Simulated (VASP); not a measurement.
# Al12N in VASP: relaxation of the atoms with PBE

Aim: the relaxation of the atoms of Al12N with PBE.

Everything below comes from runs of VASP 6.6.1. Logs are shortened: lines on timing, memory, paths and dates and some standing lists are left out, and cuts for length are marked.

## 1. The cell of the first run

The cell holds a slab with vacuum, 13 atoms: a = 5.714 Å, b = 5.714 Å, c = 20.102 Å, α = 90.00°, β = 90.00°, γ = 120.00°.

## 2. Relaxation of the atoms, PBE

The input, INCAR:

```
SYSTEM = Al12N
PREC = Accurate ; ENCUT = 520
EDIFF = 1E-6 ; ISMEAR = 0
SIGMA = 0.1 ; LREAL = .False.
LASPH = .True. ; NELM = 100
ALGO = Normal ; ISIF = 2
LWAVE = .False. ; LCHARG = .False.
LDIPOL = .True. ; IDIPOL = 3
DIPOL = 0.5 0.5 0.325 ; GGA = PE
IBRION = 2 ; NSW = 36
EDIFFG = -0.025
```

The input, KPOINTS:

```
regular mesh
0
Gamma
  6 6 1
  0 0 0
```

The input, POSCAR:

```
Al12N
1.0
    5.7143028096      0.0000000000      0.0000000000
   -2.8571514048      4.9487313980      0.0000000000
    0.0000000000      0.0000000000     20.1016425062
Al N
12 1
Selective dynamics
Direct
    0.3333333333      0.1666666667      0.1989887144  F F F
    0.3333333333      0.6666666667      0.1989887144  F F F
    0.8333333333      0.1666666667      0.1989887144  F F F
    0.8333333333      0.6666666667      0.1989887144  F F F
    0.1666666667      0.3333333333      0.3134533093  F F F
    0.1666666667      0.8333333333      0.3134533093  F F F
    0.6666666667      0.3333333333      0.3134533093  F F F
    0.6666666667      0.8333333333      0.3134533093  F F F
    0.0000000000      0.0000000000      0.4279074460  F F F
    0.0000000000      0.5000000000      0.4279074460  F F F
    0.5000000000      0.0000000000      0.4279074460  F F F
    0.5000000000      0.5000000000      0.4279074460  F F F
    0.3333333333      0.1666666667      0.4645215553  F F T
```

Potentials or basis: VASP PAW PBE potentials, release 64 (Al, N).

Run with:

```sh
> cat potpaw_PBE.64/Al/POTCAR potpaw_PBE.64/N/POTCAR > POTCAR
> mpirun -np 1 vasp_std > vasp.out
```

OUTCAR:

```text
SYSTEM = Al12N
   PREC = Accurate
   ENCUT = 520
   EDIFF = 1E-6
   ISMEAR = 0
   LREAL = .False.
   LASPH = .True.
   NELM = 100
   ISIF = 2
   GGA = PE
   IBRION = 2
   NSW = 36
   EDIFFG = -0.025

 ion  position               nearest neighbor table
   1  0.333  0.167  0.199-   5 2.83   6 2.83   7 2.83   4 2.86   2 2.86   2 2.86   4 2.86   3 2.86
                             3 2.86
   2  0.333  0.667  0.199-   6 2.83   5 2.83   8 2.83   3 2.86   1 2.86   1 2.86   3 2.86   4 2.86
                             4 2.86
   3  0.833  0.167  0.199-   7 2.83   8 2.83   5 2.83   4 2.86   2 2.86   4 2.86   2 2.86   1 2.86
                             1 2.86
   4  0.833  0.667  0.199-   8 2.83   7 2.83   6 2.83   3 2.86   1 2.86   3 2.86   1 2.86   2 2.86
                             2 2.86
   5  0.167  0.333  0.313-   9 2.83  12 2.83  10 2.83   1 2.83   2 2.83   3 2.83   8 2.86   6 2.86
                             6 2.86   8 2.86   7 2.86   7 2.86
   6  0.167  0.833  0.313-  10 2.83  11 2.83   9 2.83   2 2.83   1 2.83   4 2.83   7 2.86   5 2.86
                             5 2.86   7 2.86   8 2.86   8 2.86
   7  0.667  0.333  0.313-  11 2.83  10 2.83  12 2.83   3 2.83   4 2.83   1 2.83   8 2.86   6 2.86
                             8 2.86   6 2.86   5 2.86   5 2.86
   8  0.667  0.833  0.313-  12 2.83   9 2.83  11 2.83   4 2.83   3 2.83   2 2.83   7 2.86   5 2.86
                             7 2.86   5 2.86   6 2.86   6 2.86
   9  0.000  0.000  0.428-  13 1.81   5 2.83   8 2.83   6 2.83  12 2.86  10 2.86  10 2.86  12 2.86
                            11 2.86  11 2.86
  10  0.000  0.500  0.428-   6 2.83   7 2.83   5 2.83   9 2.86  11 2.86   9 2.86  11 2.86  12 2.86
                            12 2.86
  11  0.500  0.000  0.428-  13 1.81   7 2.83   6 2.83   8 2.83  12 2.86  10 2.86  12 2.86  10 2.86
                             9 2.86   9 2.86
  12  0.500  0.500  0.428-  13 1.81   8 2.83   5 2.83   7 2.83  11 2.86   9 2.86  11 2.86   9 2.86
                            10 2.86  10 2.86
  13  0.333  0.167  0.465-  12 1.81   9 1.81  11 1.81

  LATTYP: Found a hexagonal cell.
 ALAT       =     5.7143028096
 C/A-ratio  =     3.5177769145

  Lattice vectors:

 A1 = (   5.7143028096,   0.0000000000,   0.0000000000)
 A2 = (  -2.8571514048,   4.9487313980,   0.0000000000)
 A3 = (   0.0000000000,   0.0000000000,  20.1016425062)

Analysis of symmetry for initial positions (statically):
=====================================================================
 Subroutine PRICEL returns:
 Original cell was already a primitive cell.

 Routine SETGRP: Setting up the symmetry group for a
 hexagonal supercell.

 Subroutine GETGRP returns: Found  6 space group operations
 (whereof  2 operations were pure point group operations)
 out of a pool of 24 trial point group operations.

The static configuration has the point symmetry C_1h.
 The point group associated with its full space group is C_3v.

Analysis of symmetry for dynamics (positions and initial velocities):
=====================================================================
 Subroutine PRICEL returns:
 Original cell was already a primitive cell.

 Routine SETGRP: Setting up the symmetry group for a
 hexagonal supercell.

 Subroutine GETGRP returns: Found  6 space group operations
 (whereof  2 operations were pure point group operations)
 out of a pool of 24 trial point group operations.

The dynamic configuration has the point symmetry C_1h.
 The point group associated with its full space group is C_3v.

Analysis of constrained symmetry for selective dynamics:
=====================================================================
 Subroutine PRICEL returns:
 Original cell was already a primitive cell.

 Routine SETGRP: Setting up the symmetry group for a
 hexagonal supercell.

 Subroutine GETGRP returns: Found  6 space group operations
 (whereof  2 operations were pure point group operations)
 out of a pool of 24 trial point group operations.

The constrained configuration has the point symmetry C_1h.
 The point group associated with its full space group is C_3v.

 Subroutine INISYM returns: Found  6 space group operations
 (whereof  2 operations are pure point group operations),
 and found     1 'primitive' translations

----------------------------------------------------------------------------------------

                                     Primitive cell

  volume of cell :     568.4453

  direct lattice vectors                    reciprocal lattice vectors
     5.714302810  0.000000000  0.000000000     0.174999476  0.101035995  0.000000000
    -2.857151405  4.948731398  0.000000000     0.000000000  0.202071990  0.000000000
     0.000000000  0.000000000 20.101642506     0.000000000  0.000000000  0.049747179

  length of vectors
     5.714302810  5.714302810 20.101642506     0.202071990  0.202071990  0.049747179

  position of ions in fractional coordinates (direct lattice)
     0.333333333  0.166666667  0.198988714
     0.333333333  0.666666667  0.198988714
     0.833333333  0.166666667  0.198988714
[... 46 lines left out ...]
     0.000000000  0.000000000  0.000000000

 Subroutine IBZKPT returns following result:
 ===========================================

 Found      7 irreducible k-points:

 Following reciprocal coordinates:
            Coordinates               Weight
  0.000000  0.000000  0.000000      1.000000
  0.166667  0.000000  0.000000      6.000000
  0.333333 -0.000000  0.000000      6.000000
  0.500000  0.000000  0.000000      3.000000
  0.166667  0.166667  0.000000      6.000000
  0.333333  0.166667  0.000000     12.000000
  0.333333  0.333333  0.000000      2.000000
   k-points           NKPTS =      7   k-points in BZ     NKDIM =      7   number of bands    NBANDS=     27
   number of dos      NEDOS =    301   number of ions     NIONS =     13
   total plane-waves  NPLWV = 264600
   dimension x,y,z NGX =    42 NGY =   42 NGZ =  150
   dimension x,y,z NGXF=    84 NGYF=   84 NGZF=  300
   ions per type =              12   1
   NGX,Y,Z   is equivalent  to a cutoff of  12.22, 12.22, 12.41 a.u.
   NGXF,Y,Z  is equivalent  to a cutoff of  24.44, 24.44, 24.81 a.u.
 SYSTEM =  Al12N
   PREC   = accura    normal or accurate (medium, high low for compatibility)
   ISTART =      0    job   : 0-new  1-cont  2-samecut
   ICHARG =      2    charge: 1-file 2-atom 10-const
   ISPIN  =      1    spin polarized calculation?
   LNONCOLLINEAR =      F non collinear calculations
   LSORBIT =      F    spin-orbit coupling
   LASPH  =      T    aspherical Exc in radial PAW
   ENCUT  =  520.0 eV  38.22 Ry    6.18 a.u.  10.62 10.62 37.38*2*pi/ulx,y,z
   NELM   =    100;   NELMIN=  2; NELMDL= -5     # of ELM steps
   EDIFF  = 0.1E-05   stopping-criterion for ELM
   LREAL  =      F    real-space projection
   EDIFFG = -.3E-01   stopping-criterion for IOM
   NSW    =     36    number of steps for IOM
   IBRION =      2    ionic relax: 0-MD 1-quasi-New 2-CG
   NFREE  =      1    steps in history (QN), initial steepest desc. (CG)
   ISIF   =      2    stress and relaxation
   ISYM   =      2    0-nonsym 1-usesym 2-fastsym
   POTIM  = 0.5000    time-step for ionic-motion
   TEBEG  =    0.0;   TEEND  =   0.0 temperature during run
   PSTRESS=    0.0 pullay stress
   NELECT =      41.0000    total number of electrons
   NUPDOWN=      -1.0000    fix difference up-down
   EMIN   =  10.00;   EMAX   =-10.00  energy-range for DOS
   EFERMI =   0.00;   METHOD = LEGACY
   ISMEAR =     0;   SIGMA  =   0.10  broadening in eV -4-tet -1-fermi 0-gaus
   EFERMI_NEDOS =   21; number of points for ismear=-14 and -15
   IALGO  =     38    algorithm
   IMIX   =      4    mixing-type and parameters
     AMIX     =   0.40;   BMIX     =  1.00
     AMIX_MAG =   1.60;   BMIX_MAG =  1.00
  volume/ion in A,a.u.               =      43.73       295.08
  Fermi-wavevector in a.u.,A,eV,Ry     =   0.681459  1.287771  6.318365  0.464387
  Thomas-Fermi vector in A             =   1.760248
   LORBIT       =      0    0 simple, 1 ext, 2 COOP (PROOUT), +10 PAW based schemes
   GGA     = PE    functional components
   LHFCALC =     F    Hartree Fock is set to
   AEXX    =    0.0000 exact exchange contribution
   IVDW    =     0    specifies the selected vdW correction
   LEPSILON=     F    determine dielectric tensor
   LRPA    =     F    only Hartree local field effects (RPA)
 conjugate gradient relaxation of ions
 non-spin polarized calculation
 Gauss-broadening in eV      SIGMA  =   0.10
  energy-cutoff  :      520.00
  volume of cell :      568.45
 maximum number of plane-waves:     15351
   NGX = 21   NGY = 21   NGZ = 75

 dipolmoment           0.000000      0.000000     -0.233528 electrons x Angstroem

--------------------------------------- Ionic step        1  -------------------------------------------

 number of electron      41.0000001 magnetization

 Free energy of the ion-electron system (eV)
  ---------------------------------------------------
  ext. energy  EPLUGINS =         0.00000000
  ---------------------------------------------------
  free energy    TOTEN  =       -51.46655366 eV

  energy without entropy =      -51.45388790  energy(sigma->0) =      -51.46022078

 E-fermi :   0.0212     XC(G=0):  -4.4967

 val. band max:       -0.0444434792   @ k =   0.1667   0.0000   0.0000
 cond. band min:       0.2625386400   @ k =   0.3333   0.1667   0.0000
 fundamental gap:      0.3069821192
 Fermi energy:         0.0211784893

 k-point     1 :       0.0000    0.0000    0.0000
  band No.  band energies     occupation
      1     -14.7350      2.00000
      2     -10.2952      2.00000
      3      -8.2835      2.00000
      4      -5.6429      2.00000
      5      -5.4407      2.00000
      6      -5.4407      2.00000
[... 292 lines left out ...]
--------------------------------------- Ionic step        3  -------------------------------------------

 number of electron      41.0000001 magnetization

 dipolmoment           0.000000      0.000000      0.109319 electrons x Angstroem

 Free energy of the ion-electron system (eV)
  ---------------------------------------------------
  ext. energy  EPLUGINS =         0.00000000
  ---------------------------------------------------
  free energy    TOTEN  =       -51.51752953 eV

  energy without entropy =      -51.50506674  energy(sigma->0) =      -51.51129813

 E-fermi :  -0.0434     XC(G=0):  -4.4896

 val. band max:       -0.1026165766   @ k =   0.0000   0.0000   0.0000
 cond. band min:       0.2080367142   @ k =   0.3333   0.1667   0.0000
 fundamental gap:      0.3106532908
 Fermi energy:        -0.0433821373

 k-point     1 :       0.0000    0.0000    0.0000
  band No.  band energies     occupation
      1     -14.5104      2.00000
      2     -10.3661      2.00000
      3      -8.3666      2.00000
      4      -5.6830      2.00000
      5      -5.2896      2.00000
      6      -5.2896      2.00000
[... 199 lines left out ...]
     26       2.4777      0.00000
     27       2.5302      0.00000

------------------------ aborting loop because EDIFF is reached ----------------------------------------

 vacuum level on the upper side and lower side of the slab       (xc-potential included)         0.334        -0.353

  FORCE on cell =-STRESS in cart. coord.  units (eV):
  Direction    XX          YY          ZZ          XY          YZ          ZX
  --------------------------------------------------------------------------------------
  -------------------------------------------------------------------------------------
  Total       -2.9264087     -2.9264087      2.9396598      0.0000000      0.0000000      0.0000000
  in kB       -8.2481563     -8.2481563      8.2855048      0.0000000      0.0000000      0.0000000
  external PRESSURE =      -2.7369360 kB  Pullay stress =       0.0000000 kB
[... 28 lines left out ...]
  FREE ENERGIE OF THE ION-ELECTRON SYSTEM (eV)
  ---------------------------------------------------
  free  energy   TOTEN  =       -51.5175295288 eV

  energy  without entropy=      -51.5050667406  energy(sigma->0) =      -51.51129813

 reached required accuracy - stopping structural energy minimisation

 vacuum level on the upper side and lower side of the slab         4.791         4.086
```

Run time: 6.4 min. Hardware: 1 thread of Intel Xeon Platinum 8488C (Sapphire Rapids), shared host; peak memory 0.65 GiB.

Results:

```yaml
Free_energy: -51.5175 eV
Energy_gained_by_relaxing: 3.9 meV/atom
Ionic_steps: 3
Band_gap_on_the_k_mesh: zero (an odd number of electrons rules out a gap without spin polarisation)
```

Step by step:
```
step  energy change (eV)  largest force on free atoms (eV/Å)  pressure (GPa)
   1              0.0000                              1.0294            0.09
   2             -0.0384                              0.5150           -0.10
   3             -0.0510                              0.0071           -0.27
```

Final structure:
```
CELL_PARAMETERS angstrom
5.71430 0.00000 0.00000
-2.85715 4.94873 0.00000
0.00000 0.00000 20.10164
ATOMIC_POSITIONS crystal
Al 0.33333 0.16667 0.19899
Al 0.33333 0.66667 0.19899
Al 0.83333 0.16667 0.19899
Al 0.83333 0.66667 0.19899
Al 0.16667 0.33333 0.31345
Al 0.16667 0.83333 0.31345
Al 0.66667 0.33333 0.31345
Al 0.66667 0.83333 0.31345
Al 0.00000 0.00000 0.42791
Al 0.00000 0.50000 0.42791
Al 0.50000 0.00000 0.42791
Al 0.50000 0.50000 0.42791
N 0.33333 0.16667 0.46947
```

The gap in the log of VASP goes by the Fermi energy; the results here count the filled bands.